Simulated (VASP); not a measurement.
Runs of VASP 6.6.1 on Au. The structure is that of space group Fd-3m (No. 227), or close to it. The cells are those of the table. This isn't the form of Au at room conditions, which is fcc.

```tsv
cell	gap on the mesh (eV)	pressure (GPa)
a = 4.415 Å, angles 60.0°, 2 atoms	none	-1.9
a = 4.358 Å, angles 60.0°, 2 atoms	none	-0.1
a = 4.387 Å, angles 60.0°, 2 atoms	none	-1.1
a = 4.329 Å, angles 60.0°, 2 atoms	none	(a)
```

Alike in all rows: task single point; level PBE; potentials or basis VASP PAW PBE potentials, release 64 (Au); no spin polarisation; k mesh 16 × 16 × 16; cutoff (eV) 520; smearing fermi-dirac 0.0612256 eV.

Task: Fill in the values left out.

Result: (a) 1.0.

Caveats: spin-orbit coupling is left out, which moves the levels of the heavy elements.

A k mesh can miss the band edges, and the runs leave out spin-orbit coupling on Au.

A gap of «none» marks levels without a gap at the run's occupations.
